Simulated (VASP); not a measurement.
# Ge2Sb2Te5 (P-3m1) in VASP: single point with LDA

Aim: the single point of Ge2Sb2Te5 with LDA.

Everything below comes from runs of VASP 6.6.1. Logs are shortened: lines on timing, memory, paths and dates and some standing lists are left out, and cuts for length are marked.

## (1) The cell of the first run

Symmetry: P-3m1, No. 164, trigonal system. Conventional cell: a = 4.196 Å, b = 4.196 Å, c = 16.666 Å, α = 90.00°, β = 90.00°, γ = 120.00°. Ge (site symmetry 3m) has 6 Te at 2.93 to 2.95 Å within 3.9 Å. Sb (site symmetry 3m) has 6 Te at 2.97 to 3.13 Å within 3.9 Å. Te (site symmetry -3m) has 6 Ge at 2.95 Å within 3.9 Å. Te (site symmetry 3m) has 3 Ge at 2.93 Å and 3 Sb at 3.13 Å within 3.9 Å. Te (site symmetry 3m) has 3 Sb at 2.97 Å and 3 Te at 3.57 Å within 3.9 Å.

## (2) Single point, LDA

The input, INCAR:

```
PREC = Accurate ; ENCUT = 520
EDIFF = 1E-6 ; ISMEAR = 0
SIGMA = 0.05 ; LREAL = F
LASPH = T ; NELM = 100
ALGO = Normal ; ISIF = 2
LWAVE = F ; LCHARG = F
NBANDS = 44
```

The input, KPOINTS:

```
regular mesh
0
Gamma
  10 10 2
```

The input, POSCAR:

```
Ge2Sb2Te5
1.0
    4.1963721768      0.0000000000      0.0000000000
   -2.0981860884      3.6341649088      0.0000000000
    0.0000000000      0.0000000000     16.6663348931
Ge Sb Te
2 2 5
Direct
    0.3333333333      0.6666666667      0.8993433563
    0.6666666667      0.3333333333      0.1006566437
    0.0000000000      0.0000000000      0.6815626362
    0.0000000000      0.0000000000      0.3184373638
    0.0000000000      0.0000000000      0.0000000000
    0.6666666667      0.3333333333      0.8008144778
    0.3333333333      0.6666666667      0.1991855222
    0.3333333333      0.6666666667      0.5785763840
    0.6666666667      0.3333333333      0.4214236160
```

Potentials or basis: VASP PAW LDA potentials, release 64 (Ge_d, Sb, Te).

Started as:

```
> cat potpaw_LDA.64/Ge_d/POTCAR potpaw_LDA.64/Sb/POTCAR potpaw_LDA.64/Te/POTCAR > POTCAR
> mpirun -np 1 vasp_std > vasp.out
```

OUTCAR:

```text
PREC = Accurate
   ENCUT = 520
   EDIFF = 1E-6
   ISMEAR = 0
   LREAL = F
   LASPH = T
   NELM = 100
   ISIF = 2

 ion  position               nearest neighbor table
   1  0.333  0.667  0.899-   6 2.93   6 2.93   6 2.93   5 2.95   5 2.95   5 2.95
   2  0.667  0.333  0.101-   7 2.93   7 2.93   7 2.93   5 2.95   5 2.95   5 2.95
   3  0.000  0.000  0.682-   8 2.97   8 2.97   8 2.97   6 3.13   6 3.13   6 3.13
   4  0.000  0.000  0.318-   9 2.97   9 2.97   9 2.97   7 3.13   7 3.13   7 3.13
   5  0.000  0.000  0.000-   1 2.95   2 2.95   1 2.95   2 2.95   2 2.95   1 2.95
   6  0.667  0.333  0.801-   1 2.93   1 2.93   1 2.93   3 3.13   3 3.13   3 3.13
   7  0.333  0.667  0.199-   2 2.93   2 2.93   2 2.93   4 3.13   4 3.13   4 3.13
   8  0.333  0.667  0.579-   3 2.97   3 2.97   3 2.97   9 3.57   9 3.57   9 3.57
   9  0.667  0.333  0.421-   4 2.97   4 2.97   4 2.97   8 3.57   8 3.57   8 3.57

  LATTYP: Found a hexagonal cell.
 ALAT       =     4.1963721768
 C/A-ratio  =     3.9716055180

  Lattice vectors:

 A1 = (   4.1963721768,   0.0000000000,   0.0000000000)
 A2 = (  -2.0981860884,   3.6341649088,   0.0000000000)
 A3 = (   0.0000000000,   0.0000000000,  16.6663348931)

Analysis of symmetry for initial positions (statically):
=====================================================================
 Subroutine PRICEL returns:
 Original cell was already a primitive cell.

 Routine SETGRP: Setting up the symmetry group for a
 hexagonal supercell.

 Subroutine GETGRP returns: Found 12 space group operations
 (whereof 12 operations were pure point group operations)
 out of a pool of 24 trial point group operations.

The static configuration has the point symmetry D_3d.

Analysis of symmetry for dynamics (positions and initial velocities):
=====================================================================
 Subroutine PRICEL returns:
 Original cell was already a primitive cell.

 Routine SETGRP: Setting up the symmetry group for a
 hexagonal supercell.

 Subroutine GETGRP returns: Found 12 space group operations
 (whereof 12 operations were pure point group operations)
 out of a pool of 24 trial point group operations.

The dynamic configuration has the point symmetry D_3d.

 Subroutine INISYM returns: Found 12 space group operations
 (whereof 12 operations are pure point group operations),
 and found     1 'primitive' translations

----------------------------------------------------------------------------------------

                                     Primitive cell

  volume of cell :     254.1667

  direct lattice vectors                    reciprocal lattice vectors
     4.196372177  0.000000000  0.000000000     0.238301075  0.137583190  0.000000000
    -2.098186088  3.634164909  0.000000000     0.000000000  0.275166379  0.000000000
     0.000000000  0.000000000 16.666334893     0.000000000  0.000000000  0.060001194

  length of vectors
     4.196372177  4.196372177 16.666334893     0.275166379  0.275166379  0.060001194

  position of ions in fractional coordinates (direct lattice)
     0.333333333  0.666666667  0.899343356
     0.666666667  0.333333333  0.100656644
     0.000000000  0.000000000  0.681562636
     0.000000000  0.000000000  0.318437364
     0.000000000  0.000000000  0.000000000
     0.666666667  0.333333333  0.800814478
     0.333333333  0.666666667  0.199185522
     0.333333333  0.666666667  0.578576384
     0.666666667  0.333333333  0.421423616

  ion indices of the primitive-cell ions
   primitive index   ion index
                 1           1
                 2           2
                 3           3
                 4           4
                 5           5
                 6           6
                 7           7
                 8           8
                 9           9

----------------------------------------------------------------------------------------

 KPOINTS: regular mesh

Automatic generation of k-mesh.
 Grid dimensions read from file:
 generate k-points for:   10   10    2

 Generating k-lattice:

  Cartesian coordinates                     Fractional coordinates (reciprocal lattice)
     0.023830107  0.013758319  0.000000000     0.100000000 -0.000000000  0.000000000
     0.000000000  0.027516638  0.000000000     0.000000000  0.100000000  0.000000000
     0.000000000  0.000000000  0.030000597     0.000000000  0.000000000  0.500000000

  Length of vectors
     0.027516638  0.027516638  0.030000597

  Shift w.r.t. Gamma in fractional coordinates (k-lattice)
     0.000000000  0.000000000  0.000000000

 Subroutine IBZKPT returns following result:
 ===========================================

 Found     28 irreducible k-points:

 Following reciprocal coordinates:
            Coordinates               Weight
  0.000000  0.000000  0.000000      1.000000
  0.100000 -0.000000  0.000000      6.000000
  0.200000 -0.000000  0.000000      6.000000
  0.300000 -0.000000  0.000000      6.000000
  0.400000 -0.000000  0.000000      6.000000
  0.500000 -0.000000  0.000000      3.000000
[... 16 lines left out ...]
  0.300000  0.100000  0.500000     12.000000
  0.400000  0.100000  0.500000     12.000000
 [... further k-points ...]
   k-points           NKPTS =     28   k-points in BZ     NKDIM =     28   number of bands    NBANDS=     44
   number of dos      NEDOS =    301   number of ions     NIONS =      9
   total plane-waves  NPLWV = 129024
   dimension x,y,z NGX =    32 NGY =   32 NGZ =  126
   dimension x,y,z NGXF=    64 NGYF=   64 NGZF=  252
   ions per type =               2   2   5
   NGX,Y,Z   is equivalent  to a cutoff of  12.68, 12.68, 12.57 a.u.
   NGXF,Y,Z  is equivalent  to a cutoff of  25.35, 25.35, 25.14 a.u.
 SYSTEM =  unknown system
   PREC   = accura    normal or accurate (medium, high low for compatibility)
   ISTART =      0    job   : 0-new  1-cont  2-samecut
   ICHARG =      2    charge: 1-file 2-atom 10-const
   ISPIN  =      1    spin polarized calculation?
   LNONCOLLINEAR =      F non collinear calculations
   LSORBIT =      F    spin-orbit coupling
   LASPH  =      T    aspherical Exc in radial PAW
   ENCUT  =  520.0 eV  38.22 Ry    6.18 a.u.   7.80  7.80 30.99*2*pi/ulx,y,z
   NELM   =    100;   NELMIN=  2; NELMDL= -5     # of ELM steps
   EDIFF  = 0.1E-05   stopping-criterion for ELM
   LREAL  =      F    real-space projection
   EDIFFG = 0.1E-04   stopping-criterion for IOM
   NSW    =      0    number of steps for IOM
   IBRION =     -1    ionic relax: 0-MD 1-quasi-New 2-CG
   NFREE  =      0    steps in history (QN), initial steepest desc. (CG)
   ISIF   =      2    stress and relaxation
   ISYM   =      2    0-nonsym 1-usesym 2-fastsym
   POTIM  = 0.5000    time-step for ionic-motion
   TEBEG  =    0.0;   TEEND  =   0.0 temperature during run
   PSTRESS=    0.0 pullay stress
   NELECT =      68.0000    total number of electrons
   NUPDOWN=      -1.0000    fix difference up-down
   EMIN   =  10.00;   EMAX   =-10.00  energy-range for DOS
   EFERMI =   0.00;   METHOD = LEGACY
   ISMEAR =     0;   SIGMA  =   0.05  broadening in eV -4-tet -1-fermi 0-gaus
   EFERMI_NEDOS =   21; number of points for ismear=-14 and -15
   IALGO  =     38    algorithm
   IMIX   =      4    mixing-type and parameters
     AMIX     =   0.40;   BMIX     =  1.00
     AMIX_MAG =   1.60;   BMIX_MAG =  1.00
  volume/ion in A,a.u.               =      28.24       190.58
  Fermi-wavevector in a.u.,A,eV,Ry     =   1.054884  1.993443 15.140307  1.112781
  Thomas-Fermi vector in A             =   2.190062
   LORBIT       =      0    0 simple, 1 ext, 2 COOP (PROOUT), +10 PAW based schemes
   GGA     = CA    functional components
   LHFCALC =     F    Hartree Fock is set to
   AEXX    =    0.0000 exact exchange contribution
   IVDW    =     0    specifies the selected vdW correction
   LEPSILON=     F    determine dielectric tensor
   LRPA    =     F    only Hartree local field effects (RPA)
 non-spin polarized calculation
 Gauss-broadening in eV      SIGMA  =   0.05
  energy-cutoff  :      520.00
  volume of cell :      254.17
 maximum number of plane-waves:      6878
 NGX is ok and might be reduce to    32
   NGX = 15   NGY = 15   NGZ = 61

 number of electron      68.0000001 magnetization

 Free energy of the ion-electron system (eV)
  ---------------------------------------------------
  ext. energy  EPLUGINS =         0.00000000
  ---------------------------------------------------
  free energy    TOTEN  =       -39.96316665 eV

  energy without entropy =      -39.96280466  energy(sigma->0) =      -39.96298565

 E-fermi :   7.0756     XC(G=0):  -9.9664

 val. band max:        7.0742300963   @ k =   0.0000   0.0000   0.0000
 cond. band min:       7.1002917410   @ k =   0.0000   0.0000   0.0000
 fundamental gap:      0.0260616447
 Fermi energy:         7.0755852137

 k-point     1 :       0.0000    0.0000    0.0000
  band No.  band energies     occupation
      1     -18.0865      2.00000
      2     -18.0865      2.00000
      3     -18.0854      2.00000
      4     -18.0854      2.00000
      5     -18.0774      2.00000
      6     -18.0772      2.00000
[... 36 lines left out ...]
     43       8.6358      0.00000
     44       9.7182      0.00000

 k-point     2 :       0.1000   -0.0000    0.0000
  band No.  band energies     occupation
      1     -18.0869      2.00000
      2     -18.0864      2.00000
      3     -18.0856      2.00000
      4     -18.0853      2.00000
      5     -18.0774      2.00000
      6     -18.0772      2.00000
[... 36 lines left out ...]
     43       8.9890      0.00000
     44       9.8710      0.00000

 k-point     3 :       0.2000   -0.0000    0.0000
  band No.  band energies     occupation
      1     -18.0879      2.00000
      2     -18.0862      2.00000
      3     -18.0862      2.00000
      4     -18.0849      2.00000
      5     -18.0776      2.00000
      6     -18.0768      2.00000
[... 976 lines left out ...]
     43      10.1487      0.00000
     44      10.7113      0.00000

 k-point    24 :       0.4000    0.1000    0.5000
  band No.  band energies     occupation
      1     -18.0901      2.00000
      2     -18.0878      2.00000
      3     -18.0862      2.00000
      4     -18.0843      2.00000
      5     -18.0780      2.00000
      6     -18.0765      2.00000
[... 36 lines left out ...]
     43      10.4670      0.00000
     44      10.6930      0.00000

 [... further k-points ...]

------------------------ aborting loop because EDIFF is reached ----------------------------------------

  FORCE on cell =-STRESS in cart. coord.  units (eV):
  Direction    XX          YY          ZZ          XY          YZ          ZX
  --------------------------------------------------------------------------------------
  -------------------------------------------------------------------------------------
  Total        0.0880349      0.0880349      0.1191228     -0.0000000     -0.0000000      0.0000000
  in kB        0.5549411      0.5549411      0.7509081     -0.0000000     -0.0000000      0.0000000
  external PRESSURE =       0.6202634 kB  Pullay stress =       0.0000000 kB

 VOLUME and BASIS-vectors are now :
 -----------------------------------------------------------------------------
  energy-cutoff  :      520.00
  volume of cell :      254.17
      direct lattice vectors                 reciprocal lattice vectors
     4.196372177  0.000000000  0.000000000     0.238301075  0.137583190  0.000000000
    -2.098186088  3.634164909  0.000000000     0.000000000  0.275166379  0.000000000
     0.000000000  0.000000000 16.666334893     0.000000000  0.000000000  0.060001194

 POSITION                                       TOTAL-FORCE (eV/Angst)
 -----------------------------------------------------------------------------------
     -0.00000      2.42278     14.98876        -0.000000     -0.000000     -0.003080
      2.09819      1.21139      1.67758         0.000000      0.000000      0.003080
      0.00000      0.00000     11.35915         0.000000     -0.000000      0.041883
      0.00000      0.00000      5.30718         0.000000      0.000000     -0.041883
      0.00000      0.00000      0.00000         0.000000      0.000000     -0.000000
      2.09819      1.21139     13.34664         0.000000      0.000000     -0.000705
     -0.00000      2.42278      3.31969        -0.000000      0.000000      0.000705
     -0.00000      2.42278      9.64275        -0.000000      0.000000     -0.051075
      2.09819      1.21139      7.02359         0.000000     -0.000000      0.051075
 -----------------------------------------------------------------------------------
    total drift:                               -0.000000      0.000000      0.000000

  FREE ENERGIE OF THE ION-ELECTRON SYSTEM (eV)
  ---------------------------------------------------
  free  energy   TOTEN  =       -39.9631666488 eV

  energy  without entropy=      -39.9628046602  energy(sigma->0) =      -39.96298565
```

It took 6.2 min on 1 thread of AMD EPYC 7R43 (Zen 3), shared host; peak memory 0.42 GiB.

What came out:

```yaml
Free_energy: -39.9632 eV
Pressure: 0.1 GPa
Largest_force: 0.051 eV/Å
Band_gap_on_the_k_mesh: 0.03 eV, direct
```

Forces in eV/Å, atoms in the order of the input:
```
Ge   0.000  0.000 -0.003
Ge   0.000  0.000  0.003
Sb   0.000  0.000  0.042
Sb   0.000  0.000 -0.042
Te   0.000  0.000  0.000
Te   0.000  0.000 -0.001
Te   0.000  0.000  0.001
Te   0.000  0.000 -0.051
Te   0.000  0.000  0.051
```

Caveat: spin-orbit coupling is left out, which moves the levels of the heavy elements.
